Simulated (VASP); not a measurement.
# BaSrTi2O6 (Amm2) in VASP: single point with PBEsol

Aim: the single point of BaSrTi2O6 with PBEsol.

All numbers are computed with VASP 6.6.1; they aren't measurements. Logs are shortened: lines on timing, memory, paths and dates and some standing lists are left out, and cuts for length are marked.

**1. The cell of the first run**

It takes space group Amm2 (No. 38, orthorhombic). The conventional cell has a = 3.919 Å, b = 7.847 Å, c = 7.946 Å, α = 90.00°, β = 90.00°, γ = 90.00°. Sr (site symmetry mm2) has 12 O at 2.70 to 2.88 Å and 8 Ti at 3.41 to 3.42 Å within 3.6 Å. Ba (site symmetry mm2) has 12 O at 2.75 to 2.85 Å and 8 Ti at 3.39 to 3.44 Å within 3.6 Å. Ti (site symmetry m) has 6 O at 1.86 to 2.11 Å within 2.5 Å. Within 2.5 Å of O (site symmetry m) lie 2 Ti at 1.86 to 2.11 Å. O (site symmetry m) has 2 Ti at 1.96 Å and 2 Sr at 2.70 to 2.88 Å and 2 Ba at 2.75 to 2.83 Å and 8 O at 2.76 to 2.80 Å within 2.9 Å. Within 2.6 Å of O (site symmetry mm2) lie 2 Ti at 1.96 Å. Within 2.9 Å of O (site symmetry mm2) lie 2 Ti at 1.97 Å and 2 Sr at 2.70 Å and 8 O at 2.76 to 2.82 Å and 2 Ba at 2.85 Å.

**2. Single point, PBEsol**

INCAR

```
PREC = Accurate ; ENCUT = 520
EDIFF = 1E-6 ; ISMEAR = 0
SIGMA = 0.02 ; LREAL = Auto
LASPH = T ; NELM = 100
ALGO = Normal ; ISIF = 2
LWAVE = F ; LCHARG = F
GGA = PS ; NBANDS = 96
```

KPOINTS

```
Automatic mesh
0
Gamma
  6 6 6
```

POSCAR

```
BaSrTi2O6
1.0
    3.9236558021      3.9192487433     -3.9730282787
   -3.9236558021      3.9192487433      3.9730282787
    3.9236558021     -3.9192487433      3.9730282787
Sr Ba Ti O
2 2 4 12
Direct
    0.0000000000     -0.0050116934     -0.0050116934
    0.5000000000      0.4949883066     -0.0050116934
    0.0000000000      0.5011022346      0.5011022346
    0.5000000000      0.0011022346      0.5011022346
    0.4991377796      0.4945840258      0.4937218053
    0.5008622204      0.9945840258      0.9954462462
   -0.0008622204      0.9945840258      0.4937218053
    0.0008622204      0.4945840258      0.9954462462
    0.4946147021      0.2605577009      0.2551724031
    0.5053852979      0.7605577009      0.7659429988
   -0.0053852979      0.7605577009      0.2551724031
    0.0053852979      0.2605577009      0.7659429988
    0.2516017994      0.2593768285      0.5109786279
    0.2483982006      0.7593768285      0.0077750291
    0.7516017994      0.7593768285      0.5109786279
    0.7483982006      0.2593768285      0.0077750291
    0.2500000000      0.5070497485      0.2570497485
    0.2500000000      0.0108226000      0.7608226000
    0.7500000000      0.0070497485      0.2570497485
    0.7500000000      0.5108226000      0.7608226000
```

Potentials or basis: VASP PAW PBE potentials, release 64 (Sr_sv, Ba_sv, Ti_sv, O).

Launch:

```console
$ cat potpaw_PBE.64/Sr_sv/POTCAR potpaw_PBE.64/Ba_sv/POTCAR potpaw_PBE.64/Ti_sv/POTCAR potpaw_PBE.64/O/POTCAR > POTCAR
$ mpirun -np 1 vasp_std > vasp.out
```

OUTCAR:

```text
PREC = Accurate
   ENCUT = 520
   EDIFF = 1E-6
   ISMEAR = 0
   LREAL = Auto
   LASPH = T
   NELM = 100
   ISIF = 2
   GGA = PS

 ion  position               nearest neighbor table
   1  0.000  0.995  0.995-  18 2.70  20 2.70  14 2.70  15 2.70  10 2.75  12 2.75   9 2.75  11 2.75
                            19 2.86  17 2.86  13 2.88  16 2.88   7 3.41   5 3.41   6 3.41   8 3.41
   2  0.500  0.495  0.995-  18 2.70  20 2.70  13 2.70  16 2.70  10 2.75  12 2.75  11 2.75   9 2.75
                            17 2.86  19 2.86  15 2.88  14 2.88   5 3.41   7 3.41   8 3.41   6 3.41
   3  0.000  0.501  0.501-  13 2.75  16 2.75  17 2.76  19 2.76  11 2.80  10 2.80  12 2.80   9 2.80
                            14 2.83  15 2.83  20 2.85  18 2.85   5 3.39   8 3.39   6 3.39   7 3.39
   4  0.500  0.001  0.501-  14 2.75  15 2.75  17 2.76  19 2.76   9 2.80  12 2.80  10 2.80  11 2.80
                            16 2.83  13 2.83  20 2.85  18 2.85   7 3.39   6 3.39   8 3.39   5 3.39
   5  0.499  0.495  0.494-   9 1.86  17 1.96  15 1.96  13 1.96  20 1.97  10 2.11   3 3.39   4 3.39
                             2 3.41   1 3.41   1 3.42   2 3.42   4 3.44   3 3.44
   6  0.501  0.995  0.995-  10 1.86  19 1.96  16 1.96  14 1.96  18 1.97   9 2.11   4 3.39   3 3.39
                             1 3.41   2 3.41   2 3.42   1 3.42   3 3.44   4 3.44
   7  0.999  0.995  0.494-  11 1.86  19 1.96  13 1.96  15 1.96  18 1.97  12 2.11   4 3.39   3 3.39
                             1 3.41   2 3.41   2 3.42   1 3.42   3 3.44   4 3.44
   8  0.001  0.495  0.995-  12 1.86  17 1.96  14 1.96  16 1.96  20 1.97  11 2.11   3 3.39   4 3.39
                             2 3.41   1 3.41   1 3.42   2 3.42   4 3.44   3 3.44
   9  0.495  0.261  0.255-   5 1.86   6 2.11   1 2.75   2 2.75   4 2.80   3 2.80
  10  0.505  0.761  0.766-   6 1.86   5 2.11   1 2.75   2 2.75   4 2.80   3 2.80
  11  0.995  0.761  0.255-   7 1.86   8 2.11   2 2.75   1 2.75   3 2.80   4 2.80
  12  0.005  0.261  0.766-   8 1.86   7 2.11   1 2.75   2 2.75   3 2.80   4 2.80
  13  0.252  0.259  0.511-   7 1.96   5 1.96   2 2.70   3 2.75   4 2.83   1 2.88
  14  0.248  0.759  0.008-   8 1.96   6 1.96   1 2.70   4 2.75   3 2.83   2 2.88
  15  0.752  0.759  0.511-   5 1.96   7 1.96   1 2.70   4 2.75   3 2.83   2 2.88
  16  0.748  0.259  0.008-   6 1.96   8 1.96   2 2.70   3 2.75   4 2.83   1 2.88
  17  0.250  0.507  0.257-   5 1.96   8 1.96   3 2.76   4 2.76   2 2.86   1 2.86
  18  0.250  0.011  0.761-   6 1.97   7 1.97   1 2.70   2 2.70   4 2.85   3 2.85
  19  0.750  0.007  0.257-   7 1.96   6 1.96   3 2.76   4 2.76   1 2.86   2 2.86
  20  0.750  0.511  0.761-   8 1.97   5 1.97   1 2.70   2 2.70   3 2.85   4 2.85

  LATTYP: Found a body centered orthorhombic cell.
 ALAT       =     7.8384974866
 B/A-ratio  =     1.0011244652
 C/A-ratio  =     1.0137218990

  Lattice vectors:

 A1 = (   3.9236558021,  -3.9192487433,  -3.9730282787)
 A2 = (  -3.9236558021,   3.9192487433,  -3.9730282787)
 A3 = (   3.9236558021,   3.9192487433,   3.9730282787)

Analysis of symmetry for initial positions (statically):
=====================================================================
 Subroutine PRICEL returns following result:

  LATTYP: Found a base centered orthorhombic cell.
 ALAT       =     7.8473116042
 B/A-ratio  =     1.0125832843
 C/A-ratio  =     0.4994383989

  Lattice vectors:

 A1 = (  -3.9236558021,   0.0000000000,  -3.9730282787)
 A2 = (  -3.9236558021,   0.0000000000,   3.9730282787)
 A3 = (   0.0000000000,   3.9192487433,   0.0000000000)

   2 primitive cells build up your supercell.

 Routine SETGRP: Setting up the symmetry group for a
 body centered orthorhombic supercell.

 Subroutine GETGRP returns: Found  4 space group operations
 (whereof  4 operations were pure point group operations)
 out of a pool of  8 trial point group operations.

The static configuration has the point symmetry C_2v.

Analysis of symmetry for dynamics (positions and initial velocities):
=====================================================================
 Subroutine PRICEL returns following result:

  LATTYP: Found a base centered orthorhombic cell.
 ALAT       =     7.8473116042
 B/A-ratio  =     1.0125832843
 C/A-ratio  =     0.4994383989

  Lattice vectors:

 A1 = (  -3.9236558021,   0.0000000000,  -3.9730282787)
 A2 = (  -3.9236558021,   0.0000000000,   3.9730282787)
 A3 = (   0.0000000000,   3.9192487433,   0.0000000000)

   2 primitive cells build up your supercell.

 Routine SETGRP: Setting up the symmetry group for a
 body centered orthorhombic supercell.

 Subroutine GETGRP returns: Found  4 space group operations
 (whereof  4 operations were pure point group operations)
[... 58 lines left out ...]
     0.021238696  0.021262578  0.000000000     0.166666667  0.000000000  0.000000000
     0.000000000  0.021262578  0.020974765     0.000000000  0.166666667 -0.000000000
     0.021238696  0.000000000  0.020974765     0.000000000 -0.000000000  0.166666667

  Length of vectors
     0.030052944  0.029867005  0.029850008

  Shift w.r.t. Gamma in fractional coordinates (k-lattice)
     0.000000000  0.000000000  0.000000000

 Subroutine IBZKPT returns following result:
 ===========================================

 Found     46 irreducible k-points:

 Following reciprocal coordinates:
            Coordinates               Weight
  0.000000  0.000000  0.000000      1.000000
  0.166667  0.000000  0.000000      4.000000
  0.333333  0.000000 -0.000000      4.000000
  0.500000  0.000000  0.000000      2.000000
  0.000000  0.166667  0.000000      4.000000
  0.166667  0.166667 -0.000000      8.000000
[... 16 lines left out ...]
 -0.166667  0.166667  0.166667      2.000000
  0.166667  0.333333  0.166667      4.000000
 [... further k-points ...]
   k-points           NKPTS =     46   k-points in BZ     NKDIM =     46   number of bands    NBANDS=     96
   number of dos      NEDOS =    301   number of ions     NIONS =     20
   total plane-waves  NPLWV = 157464
   dimension x,y,z NGX =    54 NGY =   54 NGZ =   54
   dimension x,y,z NGXF=   108 NGYF=  108 NGZF=  108
   ions per type =               2   2   4  12
   NGX,Y,Z   is equivalent  to a cutoff of  13.16, 13.16, 13.16 a.u.
   NGXF,Y,Z  is equivalent  to a cutoff of  26.32, 26.32, 26.32 a.u.
 SYSTEM =  unknown system
   PREC   = accura    normal or accurate (medium, high low for compatibility)
   ISTART =      0    job   : 0-new  1-cont  2-samecut
   ICHARG =      2    charge: 1-file 2-atom 10-const
   ISPIN  =      1    spin polarized calculation?
   LNONCOLLINEAR =      F non collinear calculations
   LSORBIT =      F    spin-orbit coupling
   LASPH  =      T    aspherical Exc in radial PAW
   ENCUT  =  520.0 eV  38.22 Ry    6.18 a.u.  12.68 12.68 12.68*2*pi/ulx,y,z
   NELM   =    100;   NELMIN=  2; NELMDL= -5     # of ELM steps
   EDIFF  = 0.1E-05   stopping-criterion for ELM
   LREAL  =      T    real-space projection
   EDIFFG = 0.1E-04   stopping-criterion for IOM
   NSW    =      0    number of steps for IOM
   IBRION =     -1    ionic relax: 0-MD 1-quasi-New 2-CG
   NFREE  =      0    steps in history (QN), initial steepest desc. (CG)
   ISIF   =      2    stress and relaxation
   ISYM   =      2    0-nonsym 1-usesym 2-fastsym
   POTIM  = 0.5000    time-step for ionic-motion
   TEBEG  =    0.0;   TEEND  =   0.0 temperature during run
   PSTRESS=    0.0 pullay stress
   NELECT =     160.0000    total number of electrons
   NUPDOWN=      -1.0000    fix difference up-down
   EMIN   =  10.00;   EMAX   =-10.00  energy-range for DOS
   EFERMI =   0.00;   METHOD = LEGACY
   ISMEAR =     0;   SIGMA  =   0.02  broadening in eV -4-tet -1-fermi 0-gaus
   EFERMI_NEDOS =   21; number of points for ismear=-14 and -15
   IALGO  =     38    algorithm
   IMIX   =      4    mixing-type and parameters
     AMIX     =   0.40;   BMIX     =  1.00
     AMIX_MAG =   1.60;   BMIX_MAG =  1.00
  volume/ion in A,a.u.               =      12.22        82.46
  Fermi-wavevector in a.u.,A,eV,Ry     =   1.421531  2.686304 27.493982  2.020751
  Thomas-Fermi vector in A             =   2.542331
   LORBIT       =      0    0 simple, 1 ext, 2 COOP (PROOUT), +10 PAW based schemes
   GGA     = PS    functional components
   LHFCALC =     F    Hartree Fock is set to
   AEXX    =    0.0000 exact exchange contribution
   IVDW    =     0    specifies the selected vdW correction
   LEPSILON=     F    determine dielectric tensor
   LRPA    =     F    only Hartree local field effects (RPA)
 non-spin polarized calculation
 Gauss-broadening in eV      SIGMA  =   0.02
  energy-cutoff  :      520.00
  volume of cell :      244.39
 maximum number of plane-waves:      6611
 NGX is ok and might be reduce to    54
   NGX = 25   NGY = 25   NGZ = 25

 number of electron     159.9999996 magnetization

 Free energy of the ion-electron system (eV)
  ---------------------------------------------------
  ext. energy  EPLUGINS =         0.00000000
  ---------------------------------------------------
  free energy    TOTEN  =      -167.93095272 eV

  energy without entropy =     -167.93095272  energy(sigma->0) =     -167.93095272

 E-fermi :   4.2526     XC(G=0): -11.5844

 val. band max:        3.9944528817   @ k =   0.5000   0.5000   0.5000
 cond. band min:       5.8025530721   @ k =   0.0000   0.0000   0.0000
 fundamental gap:      1.8081001904
 Fermi energy:         4.2526183256

 k-point     1 :       0.0000    0.0000    0.0000
  band No.  band energies     occupation
      1     -52.1983      2.00000
      2     -52.1956      2.00000
      3     -52.1956      2.00000
      4     -52.1953      2.00000
      5     -28.6447      2.00000
      6     -28.6445      2.00000
[... 2269 lines left out ...]
     91       7.6384      0.00000
     92       7.6384      0.00000

 [... further k-points ...]

 [bands above 92 left out]

------------------------ aborting loop because EDIFF is reached ----------------------------------------

  FORCE on cell =-STRESS in cart. coord.  units (eV):
  Direction    XX          YY          ZZ          XY          YZ          ZX
  --------------------------------------------------------------------------------------
  -------------------------------------------------------------------------------------
  Total        2.0222820      1.9867151      2.1743077      0.0000000      0.0000000      0.0000000
  in kB       13.2579667     13.0247918     14.2546388      0.0000000      0.0000000      0.0000000
  external PRESSURE =      13.5124658 kB  Pullay stress =       0.0000000 kB

 VOLUME and BASIS-vectors are now :
 -----------------------------------------------------------------------------
  energy-cutoff  :      520.00
  volume of cell :      244.39
      direct lattice vectors                 reciprocal lattice vectors
     3.923655802  3.919248743 -3.973028279     0.127432177  0.127575470  0.000000000
    -3.923655802  3.919248743  3.973028279     0.000000000  0.127575470  0.125848588
     3.923655802 -3.919248743  3.973028279     0.127432177  0.000000000  0.125848588

 POSITION                                       TOTAL-FORCE (eV/Angst)
 -----------------------------------------------------------------------------------
      0.00000      0.00000      7.90623         0.000000     -0.000000      0.015428
      3.92366      0.00000      3.93321         0.000000     -0.000000      0.015428
      0.00000      0.00000      3.98179         0.000000      0.000000      0.029826
      3.92366      0.00000      0.00876         0.000000      0.000000      0.029826
      1.95506      1.95962      1.94348        -0.005639      0.000000      0.031936
      1.96859      1.95962      5.91651         0.005639      0.000000      0.031936
[... 12 lines left out ...]
      3.92366      1.95962     -1.93050         0.000000     -0.000000     -0.058387
      3.92366      1.95962      2.07251        -0.000000     -0.000000      0.043980
 -----------------------------------------------------------------------------------
    total drift:                               -0.000002      0.000001     -0.018099

  FREE ENERGIE OF THE ION-ELECTRON SYSTEM (eV)
  ---------------------------------------------------
  free  energy   TOTEN  =      -167.9309527165 eV

  energy  without entropy=     -167.9309527165  energy(sigma->0) =     -167.93095272
```

Run time: 86 min. Hardware: 1 thread of Oxide Virtual Turin-like, shared host; peak memory 0.81 GiB.

Results:

```yaml
Free_energy: -167.9310 eV
Pressure: 1.4 GPa
Largest_force: 0.062 eV/Å
Band_gap_on_the_k_mesh: 1.81 eV
```

Forces in eV/Å, atoms in the order of the input:
```
Sr   0.000  0.000  0.015
Sr   0.000  0.000  0.015
Ba   0.000  0.000  0.030
Ba   0.000  0.000  0.030
Ti  -0.006  0.000  0.032
Ti   0.006  0.000  0.032
Ti  -0.006  0.000  0.032
Ti   0.006  0.000  0.032
O   -0.046  0.000 -0.041
O    0.046  0.000 -0.041
O   -0.046  0.000 -0.041
O    0.046  0.000 -0.041
O    0.007  0.000 -0.007
O   -0.007  0.000 -0.007
O    0.007  0.000 -0.007
O   -0.007  0.000 -0.007
O    0.000  0.000 -0.058
O    0.000  0.000  0.044
O    0.000  0.000 -0.058
O    0.000  0.000  0.044
```

Caveat: the PAW data sets were made with another functional, which shifts forces and pressure a little; spin-orbit coupling is left out, which moves the levels of the heavy elements. A k mesh can miss the band edges.
